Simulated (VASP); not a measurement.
# NaH (Fm-3m) in VASP: a series of runs, part 2 of 4

VASP 6.6.1.

## Step 3: Single point, PBEsol

This run uses another cell than the first one, of 13.74 Å³/atom, 1.168 times its volume.

INCAR reads:

```
SYSTEM = NaH
PREC     = Accurate       ! precision mode
ENCUT    = 520            ! plane-wave cutoff, eV
EDIFF    = 1E-6           ! SCF threshold, eV
ISMEAR   = -1             ! smearing method
SIGMA    = 0.05           ! smearing width, eV
LREAL    = .FALSE.        ! projectors in reciprocal space
LASPH    = .TRUE.         ! aspherical terms in the spheres
NELM     = 100            ! most SCF steps
ALGO     = Normal         ! electronic algorithm
ISIF     = 2              ! what is computed and relaxed
LWAVE    = .FALSE.        ! write WAVECAR
LCHARG   = .FALSE.        ! write CHGCAR
GGA      = PS             ! functional
NBANDS   = 11             ! bands
```

KPOINTS reads:

```
Automatic mesh
0
G
  9 9 9
  0 0 0
```

POSCAR reads:

```
NaH
1.0
    0.0000000000      2.3951224454      2.3951224454
    2.3951224454      0.0000000000      2.3951224454
    2.3951224454      2.3951224454      0.0000000000
Na H
1 1
Direct
    0.0000000000      0.0000000000      0.0000000000
    0.5000000000      0.5000000000      0.5000000000
```

Potentials or basis: VASP PAW PBE potentials, release 64 (Na_pv, H).

The run is started by

```
$ cat potpaw_PBE.64/Na_pv/POTCAR potpaw_PBE.64/H/POTCAR > POTCAR
$ mpirun -np 1 vasp_std > vasp.out
```

OUTCAR:

```text
SYSTEM = NaH
   PREC = Accurate
   ENCUT = 520
   EDIFF = 1E-6
   ISMEAR = -1
   LREAL = .FALSE.
   LASPH = .TRUE.
   NELM = 100
   ISIF = 2
   GGA = PS

 ion  position               nearest neighbor table
   1  0.000  0.000  0.000-
   2  0.500  0.500  0.500-

  LATTYP: Found a face centered cubic cell.
 ALAT       =     4.7902448908

  Lattice vectors:

 A1 = (   0.0000000000,   2.3951224454,   2.3951224454)
 A2 = (   2.3951224454,   0.0000000000,   2.3951224454)
 A3 = (   2.3951224454,   2.3951224454,   0.0000000000)

Analysis of symmetry for initial positions (statically):
=====================================================================
 Subroutine PRICEL returns:
 Original cell was already a primitive cell.

 Routine SETGRP: Setting up the symmetry group for a
 face centered cubic supercell.

 Subroutine GETGRP returns: Found 48 space group operations
 (whereof 48 operations were pure point group operations)
 out of a pool of 48 trial point group operations.

The static configuration has the point symmetry O_h .

Analysis of symmetry for dynamics (positions and initial velocities):
=====================================================================
 Subroutine PRICEL returns:
 Original cell was already a primitive cell.

 Routine SETGRP: Setting up the symmetry group for a
 face centered cubic supercell.

 Subroutine GETGRP returns: Found 48 space group operations
 (whereof 48 operations were pure point group operations)
 out of a pool of 48 trial point group operations.

The dynamic configuration has the point symmetry O_h .

 Subroutine INISYM returns: Found 48 space group operations
 (whereof 48 operations are pure point group operations),
 and found     1 'primitive' translations

----------------------------------------------------------------------------------------

                                     Primitive cell

  volume of cell :      27.4798

  direct lattice vectors                    reciprocal lattice vectors
     0.000000000  2.395122445  2.395122445    -0.208757594  0.208757594  0.208757594
     2.395122445  0.000000000  2.395122445     0.208757594 -0.208757594  0.208757594
     2.395122445  2.395122445  0.000000000     0.208757594  0.208757594 -0.208757594

  length of vectors
     3.387214646  3.387214646  3.387214646     0.361578760  0.361578760  0.361578760

  position of ions in fractional coordinates (direct lattice)
     0.000000000  0.000000000  0.000000000
     0.500000000  0.500000000  0.500000000

  ion indices of the primitive-cell ions
   primitive index   ion index
                 1           1
                 2           2

----------------------------------------------------------------------------------------

 KPOINTS: Automatic mesh

Automatic generation of k-mesh.
 Grid dimensions read from file:
 generate k-points for:    9    9    9

 Generating k-lattice:

  Cartesian coordinates                     Fractional coordinates (reciprocal lattice)
    -0.023195288  0.023195288  0.023195288     0.111111111  0.000000000  0.000000000
     0.023195288 -0.023195288  0.023195288     0.000000000  0.111111111  0.000000000
     0.023195288  0.023195288 -0.023195288     0.000000000  0.000000000  0.111111111

  Length of vectors
     0.040175418  0.040175418  0.040175418

  Shift w.r.t. Gamma in fractional coordinates (k-lattice)
     0.000000000  0.000000000  0.000000000

 Subroutine IBZKPT returns following result:
 ===========================================

 Found     35 irreducible k-points:

 Following reciprocal coordinates:
            Coordinates               Weight
  0.000000  0.000000  0.000000      1.000000
  0.111111  0.000000  0.000000      8.000000
  0.222222  0.000000  0.000000      8.000000
  0.333333  0.000000  0.000000      8.000000
  0.444444  0.000000  0.000000      8.000000
  0.111111  0.111111  0.000000      6.000000
[... 16 lines left out ...]
 -0.333333  0.333333  0.000000     12.000000
  0.444444  0.444444  0.000000      6.000000
 [... further k-points ...]
   k-points           NKPTS =     35   k-points in BZ     NKDIM =     35   number of bands    NBANDS=     11
   number of dos      NEDOS =    301   number of ions     NIONS =      2
   total plane-waves  NPLWV =  21952
   dimension x,y,z NGX =    28 NGY =   28 NGZ =   28
   dimension x,y,z NGXF=    56 NGYF=   56 NGZF=   56
   ions per type =               1   1
   NGX,Y,Z   is equivalent  to a cutoff of  13.74, 13.74, 13.74 a.u.
   NGXF,Y,Z  is equivalent  to a cutoff of  27.49, 27.49, 27.49 a.u.
 SYSTEM =  NaH
   PREC   = accura    normal or accurate (medium, high low for compatibility)
   ISTART =      0    job   : 0-new  1-cont  2-samecut
   ICHARG =      2    charge: 1-file 2-atom 10-const
   ISPIN  =      1    spin polarized calculation?
   LNONCOLLINEAR =      F non collinear calculations
   LSORBIT =      F    spin-orbit coupling
   LASPH  =      T    aspherical Exc in radial PAW
   ENCUT  =  520.0 eV  38.22 Ry    6.18 a.u.   6.30  6.30  6.30*2*pi/ulx,y,z
   NELM   =    100;   NELMIN=  2; NELMDL= -5     # of ELM steps
   EDIFF  = 0.1E-05   stopping-criterion for ELM
   LREAL  =      F    real-space projection
   EDIFFG = 0.1E-04   stopping-criterion for IOM
   NSW    =      0    number of steps for IOM
   IBRION =     -1    ionic relax: 0-MD 1-quasi-New 2-CG
   NFREE  =      0    steps in history (QN), initial steepest desc. (CG)
   ISIF   =      2    stress and relaxation
   ISYM   =      2    0-nonsym 1-usesym 2-fastsym
   POTIM  = 0.5000    time-step for ionic-motion
   TEBEG  =    0.0;   TEEND  =   0.0 temperature during run
   PSTRESS=    0.0 pullay stress
   NELECT =       8.0000    total number of electrons
   NUPDOWN=      -1.0000    fix difference up-down
   EMIN   =  10.00;   EMAX   =-10.00  energy-range for DOS
   EFERMI =   0.00;   METHOD = LEGACY
   ISMEAR =    -1;   SIGMA  =   0.05  broadening in eV -4-tet -1-fermi 0-gaus
   EFERMI_NEDOS =   21; number of points for ismear=-14 and -15
   IALGO  =     38    algorithm
   IMIX   =      4    mixing-type and parameters
     AMIX     =   0.40;   BMIX     =  1.00
     AMIX_MAG =   1.60;   BMIX_MAG =  1.00
  volume/ion in A,a.u.               =      13.74        92.72
  Fermi-wavevector in a.u.,A,eV,Ry     =   1.085010  2.050372 16.017416  1.177247
  Thomas-Fermi vector in A             =   2.221114
   LORBIT       =      0    0 simple, 1 ext, 2 COOP (PROOUT), +10 PAW based schemes
   GGA     = PS    functional components
   LHFCALC =     F    Hartree Fock is set to
   AEXX    =    0.0000 exact exchange contribution
   IVDW    =     0    specifies the selected vdW correction
   LEPSILON=     F    determine dielectric tensor
   LRPA    =     F    only Hartree local field effects (RPA)
 non-spin polarized calculation
  energy-cutoff  :      520.00
  volume of cell :       27.48
 maximum number of plane-waves:       751
 NGX is ok and might be reduce to    28
   NGX = 13   NGY = 13   NGZ = 13

 number of electron       7.9999992 magnetization

 Free energy of the ion-electron system (eV)
  ---------------------------------------------------
  ext. energy  EPLUGINS =         0.00000000
  ---------------------------------------------------
  free energy    TOTEN  =        -5.08590819 eV

  energy without entropy =       -5.08590819  energy(sigma->0) =       -5.08590819

 E-fermi :  -0.0248     XC(G=0):  -7.9804

 val. band max:       -1.0780125171   @ k =  -0.3333   0.4444   0.1111
 cond. band min:       2.8407136502   @ k =  -0.4444   0.1111   0.0000
 fundamental gap:      3.9187261673
 Fermi energy:        -0.0248128349

 k-point     1 :       0.0000    0.0000    0.0000
  band No.  band energies     occupation
      1     -22.9634      2.00000
      2     -22.9634      2.00000
      3     -22.9634      2.00000
      4      -4.8090      2.00000
      5       9.6385      0.00000
      6      14.5837      0.00000
      7      14.5837      0.00000
      8      14.5837      0.00000
      9      15.5971      0.00000
     10      15.5971      0.00000
     11      15.5971      0.00000
[... 309 lines left out ...]
 k-point    24 :       0.4444    0.4444    0.0000
  band No.  band energies     occupation
      1     -23.0550      2.00000
      2     -22.9979      2.00000
      3     -22.9979      2.00000
      4      -1.3952      2.00000
      5       3.6873      0.00000
      6       8.9408      0.00000
      7       9.7144      0.00000
      8       9.7144      0.00000
      9      11.1216      0.00000
     10      22.6718      0.00000
     11      24.4061      0.00000

 [... further k-points ...]

------------------------ aborting loop because EDIFF is reached ----------------------------------------

  FORCE on cell =-STRESS in cart. coord.  units (eV):
  Direction    XX          YY          ZZ          XY          YZ          ZX
  --------------------------------------------------------------------------------------
  -------------------------------------------------------------------------------------
  Total       -0.0000438     -0.0000438     -0.0000438      0.0000000      0.0000000      0.0000000
  in kB       -0.0025561     -0.0025561     -0.0025561      0.0000000      0.0000000      0.0000000
  external PRESSURE =      -0.0025561 kB  Pullay stress =       0.0000000 kB

 VOLUME and BASIS-vectors are now :
 -----------------------------------------------------------------------------
  energy-cutoff  :      520.00
  volume of cell :       27.48
      direct lattice vectors                 reciprocal lattice vectors
     0.000000000  2.395122445  2.395122445    -0.208757594  0.208757594  0.208757594
     2.395122445  0.000000000  2.395122445     0.208757594 -0.208757594  0.208757594
     2.395122445  2.395122445  0.000000000     0.208757594  0.208757594 -0.208757594

 POSITION                                       TOTAL-FORCE (eV/Angst)
 -----------------------------------------------------------------------------------
      0.00000      0.00000      0.00000         0.000000     -0.000000     -0.000000
      2.39512      2.39512      2.39512        -0.000000      0.000000      0.000000
 -----------------------------------------------------------------------------------
    total drift:                               -0.000000     -0.000000     -0.000000

  FREE ENERGIE OF THE ION-ELECTRON SYSTEM (eV)
  ---------------------------------------------------
  free  energy   TOTEN  =        -5.0859081853 eV

  energy  without entropy=       -5.0859081852  energy(sigma->0) =       -5.08590819
```

It took 8.4 s on 1 thread of Intel Xeon 6975P-C, shared host; peak memory 0.15 GiB.

What came out:

| Item | Value |
| --- | --- |
| Free energy | -5.0859 eV |
| Pressure | 0.0 GPa |
| Band gap on the k mesh | 3.92 eV, indirect (least direct gap 4.67 eV) |

Caveat: the PAW data sets were made with another functional, which shifts forces and pressure a little. A k mesh can miss the band edges.

## Step 4: Relaxation of cell and atoms, PBEsol

This run uses another cell than the first one, of 14.53 Å³/atom, 1.235 times its volume.

INCAR reads:

```
ALGO     = Normal         # electronic algorithm
EDIFF    = 1E-6           # SCF threshold, eV
EDIFFG   = -0.01          # ionic threshold
ENCUT    = 600            # plane-wave cutoff, eV
GGA      = PS             # functional
IBRION   = 2              # ionic algorithm
ISIF     = 3              # what is computed and relaxed
ISMEAR   = -1             # smearing method
LASPH    = T              # aspherical terms in the spheres
LCHARG   = F              # write CHGCAR
LREAL    = F              # projectors in reciprocal space
LWAVE    = F              # write WAVECAR
NELM     = 100            # most SCF steps
NSW      = 80             # ionic steps
PREC     = Accurate       # precision mode
SIGMA    = 0.05           # smearing width, eV
```

KPOINTS reads:

```
k-points
0
Gamma
  9 9 9
```

POSCAR reads:

```
NaH
1.0
    0.0000000000      2.4400000000      2.4400000000
    2.4400000000      0.0000000000      2.4400000000
    2.4400000000      2.4400000000      0.0000000000
Na H
1 1
Direct
    0.0000000000      0.0000000000      0.0000000000
    0.5000000000      0.5000000000      0.5000000000
```

The run is started by

```
$ cat potpaw_PBE.64/Na_pv/POTCAR potpaw_PBE.64/H/POTCAR > POTCAR
$ mpirun -np 1 vasp_std > vasp.out
```

Run time: 19 s. Hardware: 1 thread of Intel Xeon 6975P-C, shared host; peak memory 0.16 GiB.

Results (log left out):

| Quantity | Value |
| --- | --- |
| Free energy | -5.0866 eV |
| Relaxed volume | 13.76 Å³/atom |
| Relaxed cell | a = 3.389 Å, b = 3.389 Å, c = 3.389 Å, α = 60.00°, β = 60.00°, γ = 60.00° |
| Space group after relaxing (to 0.05 Å) | Fm-3m (No. 225) |
| Energy gained by relaxing | 2.9 meV/atom |
| Ionic steps | 4 |
| Pressure after relaxing | 0.0 GPa |
| Band gap on the k mesh | 3.92 eV, indirect (least direct gap 4.66 eV) |

The path:
```tsv
step	energy change (eV)	largest force (eV/Å)	pressure (GPa)	volume (Å³)
1	0.0000	0.0000	-1.19	29.05
2	-0.0029	0.0000	-0.84	28.60
3	-0.0056	0.0000	-0.24	27.82
4	-0.0058	0.0000	0.01	27.52
```

Final structure:
```yaml
crystal:
  lattice:
    - [0.00000, 2.39633, 2.39633]
    - [2.39633, 0.00000, 2.39633]
    - [2.39633, 2.39633, 0.00000]
  atoms:
    - { symbol: Na, position: [0.00000, 0.00000, 0.00000] }
    - { symbol: H, position: [0.50000, 0.50000, 0.50000] }
```

Levels at points of the mesh, in eV from the valence-band top:
| k point | band 1 | band 2 | band 3 | band 4 | band 5 | band 6 | band 7 | band 8 |
| --- | --- | --- | --- | --- | --- | --- | --- | --- |
| (0.00, 0.00, 0.00) | -21.89 | -21.89 | -21.89 | -3.73 | 10.70 | 15.65 | 15.65 | 15.65 |

Caveat: the PAW data sets were made with another functional, which shifts forces and pressure a little. PBEsol gaps usually lie below the measured ones, often by a third to a half.

(Part 2 of 4 ends here.)
